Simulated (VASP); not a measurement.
# Al (P6_3/mmc) in VASP: a series of runs

Runs on Al. Level: PBE+D3(BJ). Tasks: single point.

Everything below comes from runs of VASP 6.6.1. Logs are shortened: lines on timing, memory, paths and dates and some standing lists are left out, and cuts for length are marked.

### 1 The cell of the first run

It takes space group P6_3/mmc (No. 194, hexagonal). The conventional cell has a = 2.829 Å, b = 2.829 Å, c = 9.440 Å, α = 90.00°, β = 90.00°, γ = 120.00°. Within 3.7 Å of Al (site symmetry -3m) lie 12 Al at 2.83 to 2.87 Å. Al (site symmetry -6m2) has 12 Al at 2.83 to 2.87 Å within 3.7 Å.

This isn't the form of Al at room conditions, which is fcc.

### 2 Single point, PBE+D3(BJ) (16.36 Å³/atom)

File INCAR:

```
SYSTEM = Al
PREC = Accurate
ENCUT = 520
EDIFF = 1E-6
ISMEAR = 0
SIGMA = 0.15
LREAL = .False.
LASPH = .True.
NELM = 60
ALGO = Normal
ISIF = 2
LWAVE = .False.
LCHARG = .False.
GGA = PE
IVDW = 12
NBANDS = 14
```

File KPOINTS:

```
regular mesh
0
Gamma
  18 18 6
  0 0 0
```

File POSCAR:

```
Al
1.0
    2.8292946747      0.0000000000      0.0000000000
   -1.4146473374      2.4502410631      0.0000000000
    0.0000000000      0.0000000000      9.4396587527
Al
4
Direct
    0.0000000000      0.0000000000      0.0000000000
    0.3333333333      0.6666666667      0.2500000000
    0.0000000000      0.0000000000      0.5000000000
    0.6666666667      0.3333333333      0.7500000000
```

Potentials or basis: VASP PAW PBE potentials, release 64 (Al).

Run with:

```console
$ cat potpaw_PBE.64/Al/POTCAR > POTCAR
$ mpirun -np 1 vasp_std > vasp.out
```

OUTCAR:

```text
SYSTEM = Al
   PREC = Accurate
   ENCUT = 520
   EDIFF = 1E-6
   ISMEAR = 0
   LREAL = .False.
   LASPH = .True.
   NELM = 60
   ISIF = 2
   GGA = PE
   IVDW = 12
 IVDW          = 12

 ion  position               nearest neighbor table
   1  0.000  0.000  0.000-   2 2.87   4 2.87   4 2.87   2 2.87   4 2.87   2 2.87
   2  0.333  0.667  0.250-   1 2.87   3 2.87   1 2.87   3 2.87   1 2.87   3 2.87
   3  0.000  0.000  0.500-   2 2.87   4 2.87   4 2.87   2 2.87   4 2.87   2 2.87
   4  0.667  0.333  0.750-   1 2.87   3 2.87   1 2.87   3 2.87   1 2.87   3 2.87

  LATTYP: Found a hexagonal cell.
 ALAT       =     2.8292946747
 C/A-ratio  =     3.3364000000

  Lattice vectors:

 A1 = (   2.8292946747,   0.0000000000,   0.0000000000)
 A2 = (  -1.4146473374,   2.4502410631,   0.0000000000)
 A3 = (   0.0000000000,   0.0000000000,   9.4396587527)

Analysis of symmetry for initial positions (statically):
=====================================================================
 Subroutine PRICEL returns:
 Original cell was already a primitive cell.

 Routine SETGRP: Setting up the symmetry group for a
 hexagonal supercell.

 Subroutine GETGRP returns: Found 24 space group operations
 (whereof 12 operations were pure point group operations)
 out of a pool of 24 trial point group operations.

The static configuration has the point symmetry D_3d.
 The point group associated with its full space group is D_6h.

Analysis of symmetry for dynamics (positions and initial velocities):
=====================================================================
 Subroutine PRICEL returns:
 Original cell was already a primitive cell.

 Routine SETGRP: Setting up the symmetry group for a
 hexagonal supercell.

 Subroutine GETGRP returns: Found 24 space group operations
 (whereof 12 operations were pure point group operations)
 out of a pool of 24 trial point group operations.

The dynamic configuration has the point symmetry D_3d.
 The point group associated with its full space group is D_6h.

 Subroutine INISYM returns: Found 24 space group operations
 (whereof 12 operations are pure point group operations),
 and found     1 'primitive' translations

----------------------------------------------------------------------------------------

                                     Primitive cell

  volume of cell :      65.4400

  direct lattice vectors                    reciprocal lattice vectors
     2.829294675  0.000000000  0.000000000     0.353444980  0.204061554  0.000000000
    -1.414647337  2.450241063  0.000000000     0.000000000  0.408123109  0.000000000
     0.000000000  0.000000000  9.439658753     0.000000000  0.000000000  0.105936033

  length of vectors
     2.829294675  2.829294675  9.439658753     0.408123109  0.408123109  0.105936033

  position of ions in fractional coordinates (direct lattice)
     0.000000000  0.000000000  0.000000000
     0.333333333  0.666666667  0.250000000
     0.000000000  0.000000000  0.500000000
     0.666666667  0.333333333  0.750000000

  ion indices of the primitive-cell ions
   primitive index   ion index
                 1           1
                 2           2
                 3           3
                 4           4

----------------------------------------------------------------------------------------

 KPOINTS: regular mesh

Automatic generation of k-mesh.
 Grid dimensions read from file:
 generate k-points for:   18   18    6

 Generating k-lattice:

  Cartesian coordinates                     Fractional coordinates (reciprocal lattice)
     0.019635832  0.011336753  0.000000000     0.055555556  0.000000000  0.000000000
     0.000000000  0.022673506  0.000000000     0.000000000  0.055555556  0.000000000
     0.000000000  0.000000000  0.017656005     0.000000000  0.000000000  0.166666667

  Length of vectors
     0.022673506  0.022673506  0.017656005

  Shift w.r.t. Gamma in fractional coordinates (k-lattice)
     0.000000000  0.000000000  0.000000000

 Subroutine IBZKPT returns following result:
 ===========================================

 Found    148 irreducible k-points:

 Following reciprocal coordinates:
            Coordinates               Weight
  0.000000  0.000000  0.000000      1.000000
  0.055556  0.000000  0.000000      6.000000
  0.111111  0.000000  0.000000      6.000000
  0.166667  0.000000  0.000000      6.000000
  0.222222  0.000000  0.000000      6.000000
  0.277778  0.000000  0.000000      6.000000
[... 16 lines left out ...]
  0.333333  0.111111  0.000000     12.000000
  0.388889  0.111111  0.000000     12.000000
 [... further k-points ...]
   k-points           NKPTS =    148   k-points in BZ     NKDIM =    148   number of bands    NBANDS=     14
   number of dos      NEDOS =    301   number of ions     NIONS =      4
   total plane-waves  NPLWV =  40320
   dimension x,y,z NGX =    24 NGY =   24 NGZ =   70
   dimension x,y,z NGXF=    48 NGYF=   48 NGZF=  140
   ions per type =               4
   NGX,Y,Z   is equivalent  to a cutoff of  14.10, 14.10, 12.33 a.u.
   NGXF,Y,Z  is equivalent  to a cutoff of  28.20, 28.20, 24.66 a.u.
 SYSTEM =  Al
   PREC   = accura    normal or accurate (medium, high low for compatibility)
   ISTART =      0    job   : 0-new  1-cont  2-samecut
   ICHARG =      2    charge: 1-file 2-atom 10-const
   ISPIN  =      1    spin polarized calculation?
   LNONCOLLINEAR =      F non collinear calculations
   LSORBIT =      F    spin-orbit coupling
   LASPH  =      T    aspherical Exc in radial PAW
   ENCUT  =  520.0 eV  38.22 Ry    6.18 a.u.   5.26  5.26 17.55*2*pi/ulx,y,z
   NELM   =     60;   NELMIN=  2; NELMDL= -5     # of ELM steps
   EDIFF  = 0.1E-05   stopping-criterion for ELM
   LREAL  =      F    real-space projection
   EDIFFG = 0.1E-04   stopping-criterion for IOM
   NSW    =      0    number of steps for IOM
   IBRION =     -1    ionic relax: 0-MD 1-quasi-New 2-CG
   NFREE  =      0    steps in history (QN), initial steepest desc. (CG)
   ISIF   =      2    stress and relaxation
   ISYM   =      2    0-nonsym 1-usesym 2-fastsym
   POTIM  = 0.5000    time-step for ionic-motion
   TEBEG  =    0.0;   TEEND  =   0.0 temperature during run
   PSTRESS=    0.0 pullay stress
   NELECT =      12.0000    total number of electrons
   NUPDOWN=      -1.0000    fix difference up-down
   EMIN   =  10.00;   EMAX   =-10.00  energy-range for DOS
   EFERMI =   0.00;   METHOD = LEGACY
   ISMEAR =     0;   SIGMA  =   0.15  broadening in eV -4-tet -1-fermi 0-gaus
   EFERMI_NEDOS =   21; number of points for ismear=-14 and -15
   IALGO  =     38    algorithm
   IMIX   =      4    mixing-type and parameters
     AMIX     =   0.40;   BMIX     =  1.00
     AMIX_MAG =   1.60;   BMIX_MAG =  1.00
  volume/ion in A,a.u.               =      16.36       110.40
  Fermi-wavevector in a.u.,A,eV,Ry     =   0.930081  1.757598 11.769731  0.865051
  Thomas-Fermi vector in A             =   2.056432
   LORBIT       =      0    0 simple, 1 ext, 2 COOP (PROOUT), +10 PAW based schemes
   GGA     = PE    functional components
   LHFCALC =     F    Hartree Fock is set to
   AEXX    =    0.0000 exact exchange contribution
   IVDW    =    12    specifies the selected vdW correction
   LEPSILON=     F    determine dielectric tensor
   LRPA    =     F    only Hartree local field effects (RPA)
 non-spin polarized calculation
 Gauss-broadening in eV      SIGMA  =   0.15
  energy-cutoff  :      520.00
  volume of cell :       65.44
 maximum number of plane-waves:      1781
 NGX is ok and might be reduce to    24
   NGX = 11   NGY = 11   NGZ = 35

 number of electron      12.0000000 magnetization

 Free energy of the ion-electron system (eV)
  ---------------------------------------------------
  ext. energy  EPLUGINS =         0.00000000
  ---------------------------------------------------
  free energy    TOTEN  =       -14.93727385 eV

  energy without entropy =      -14.91875396  energy(sigma->0) =      -14.92801390

 E-fermi :   8.0833     XC(G=0): -10.2281

 val. band max:        8.0703370764   @ k =   0.3889   0.1667   0.1667
 cond. band min:       8.0860817511   @ k =   0.2778   0.2222   0.0000
 fundamental gap:      0.0157446747
 Fermi energy:         8.0832780947

 k-point     1 :       0.0000    0.0000    0.0000
  band No.  band energies     occupation
      1      -3.1057      2.00000
      2      -1.4571      2.00000
      3      -1.4512      2.00000
      4       3.3524      2.00000
      5       3.4350      2.00000
      6      11.1484      0.00000
      7      11.1583      0.00000
      8      19.1546      0.00000
      9      19.1546      0.00000
     10      19.3068      0.00000
     11      19.3068      0.00000
     12      20.1209      0.00000
     13      20.2458      0.00000
     14      20.2582      0.00000

 k-point     2 :       0.0556    0.0000    0.0000
  band No.  band energies     occupation
      1      -3.0297      2.00000
      2      -1.3819      2.00000
      3      -1.3760      2.00000
      4       3.4231      2.00000
      5       3.5094      2.00000
      6      11.2111      0.00000
      7      11.2228      0.00000
      8      17.4972      0.00000
      9      18.1254      0.00000
     10      18.8006      0.00000
     11      18.8897      0.00000
     12      19.3879      0.00000
     13      19.4804      0.00000
     14      19.5045      0.00000
[... 343 lines left out ...]
      1       0.7953      2.00000
      2       2.3958      2.00000
      3       2.3968      2.00000
      4       5.8823      2.00000
      5       6.9158      2.00000
      6       7.1825      2.00000
      7       7.7523      1.99820
      8       7.9318      1.84680
      9      11.0281      0.00000
     10      12.0641      0.00000
     11      12.4038      0.00000
     12      12.7365      0.00000
     13      13.1060      0.00000
     14      15.0137      0.00000

 k-point    24 :       0.3889    0.1111    0.0000
  band No.  band energies     occupation
      1       1.8989      2.00000
      2       3.4683      2.00000
      3       3.4750      2.00000
      4       4.4948      2.00000
      5       6.1067      2.00000
      6       6.1275      2.00000
      7       8.1367      0.61423
      8       8.4117      0.00196
      9      10.4337      0.00000
     10      10.6713      0.00000
     11      11.6100      0.00000
     12      12.5227      0.00000
     13      12.7634      0.00000
     14      15.8680      0.00000

 [... further k-points ...]

------------------------ aborting loop because EDIFF is reached ----------------------------------------

 Edisp (eV)   -1.35721

 E8    (eV) :    -0.6069

  FORCE on cell =-STRESS in cart. coord.  units (eV):
  Direction    XX          YY          ZZ          XY          YZ          ZX
  --------------------------------------------------------------------------------------
  -------------------------------------------------------------------------------------
  Total      -0.80134    -0.80134    -1.47843     0.00000     0.00000     0.00000
  in kB     -19.61941   -19.61941   -36.19663     0.00000     0.00000     0.00000
  external pressure =      -25.15 kB  Pullay stress =        0.00 kB

 VOLUME and BASIS-vectors are now :
 -----------------------------------------------------------------------------
  energy-cutoff  :      520.00
  volume of cell :       65.44
      direct lattice vectors                 reciprocal lattice vectors
     2.829294675  0.000000000  0.000000000     0.353444980  0.204061554  0.000000000
    -1.414647337  2.450241063  0.000000000     0.000000000  0.408123109  0.000000000
     0.000000000  0.000000000  9.439658753     0.000000000  0.000000000  0.105936033

 POSITION                                       TOTAL-FORCE (eV/Angst)
 -----------------------------------------------------------------------------------
      0.00000      0.00000      0.00000        -0.000000      0.000000      0.000000
     -0.00000      1.63349      2.35991         0.000000      0.000000     -0.000000
      0.00000      0.00000      4.71983         0.000000      0.000000      0.000000
      1.41465      0.81675      7.07974        -0.000000     -0.000000     -0.000000
 -----------------------------------------------------------------------------------
    total drift:                               -0.000000      0.000000      0.000000

  FREE ENERGIE OF THE ION-ELECTRON SYSTEM (eV)
  ---------------------------------------------------
  free  energy   TOTEN  =       -16.2944842222 eV

  energy  without entropy=      -16.2759643272  energy(sigma->0) =      -16.28522427
```

Wall time 40 s (1 thread of Intel Xeon 6975P-C (Granite Rapids), shared host); peak memory 0.25 GiB.

Results:

| Item | Value |
| --- | --- |
| Free energy | -16.2945 eV |
| Pressure | -2.5 GPa |
| Band gap on the k mesh | zero (bands 6 and 7 overlap by 5.18 eV) |
| Dispersion energy per atom | -0.339 eV |

Stress tensor (GPa, compression positive):
```
-1.96  0.00  0.00
 0.00 -1.96  0.00
 0.00  0.00 -3.62
```

### 3 Single point, PBE+D3(BJ) (16.36 Å³/atom)

File INCAR:

```
PREC = Accurate ; ENCUT = 520
EDIFF = 1E-7 ; ISMEAR = 0
SIGMA = 0.15 ; LREAL = F
LASPH = T ; NELM = 60
ALGO = Fast ; ISIF = 2
LWAVE = F ; LCHARG = T
GGA = PE ; IVDW = 12
LELF = T ; LVHAR = T
NBANDS = 14
```

File KPOINTS:

```
Automatic mesh
0
Gamma
  18 18 6
```

File POSCAR:

```
Al
1.0
    2.9214888550      0.0000000000      0.0000000000
   -1.4607444275      2.5300835653      0.0000000000
    0.0000000000      0.0000000000      8.8532798261
Al
4
Direct
    0.0000000000      0.0000000000      0.0000000000
    0.3333333333      0.6666666667      0.2500000000
    0.0000000000      0.0000000000      0.5000000000
    0.6666666667      0.3333333333      0.7500000000
```

Potentials or basis: VASP PAW PBE potentials, release 64 (Al).

Run with:

```console
$ cat potpaw_PBE.64/Al/POTCAR > POTCAR
$ mpirun -np 1 vasp_std > vasp.out
```

It took 75 s on 1 thread of Intel Xeon 6975P-C (Granite Rapids), shared host; peak memory 0.25 GiB.

It converged, with:

| Property | Result |
| --- | --- |
| Free energy | -16.2347 eV |
| Pressure | -1.9 GPa |
| Band gap on the k mesh | zero (bands 6 and 7 overlap by 6.76 eV) |
| Dispersion energy per atom | -0.339 eV |

Stress tensor (GPa, compression positive):
```
-3.66  0.00  0.00
 0.00 -3.66  0.00
 0.00  0.00  1.57
```

Levels at points of the mesh, in eV from the Fermi level:
| k point | band 3 | band 4 | band 5 | band 6 | band 7 | band 8 | band 9 | band 10 |
| --- | --- | --- | --- | --- | --- | --- | --- | --- |
| (0.00, 0.00, 0.00) | -9.33 | -4.20 | -3.46 | 4.89 | 4.92 | 9.54 | 9.54 | 9.84 |
| (0.50, 0.00, 0.00) | -4.08 | -3.94 | -3.54 | -3.36 | 0.93 | 1.42 | 2.00 | 2.21 |
| (0.00, 0.00, 0.50) | -7.03 | -7.03 | 0.19 | 0.19 | 9.88 | 9.88 | 9.88 | 9.88 |
| (0.50, 0.00, 0.50) | -5.01 | -5.01 | -1.81 | -1.81 | -1.12 | -1.12 | 5.10 | 5.10 |

(Part 1 of 2 ends here.)
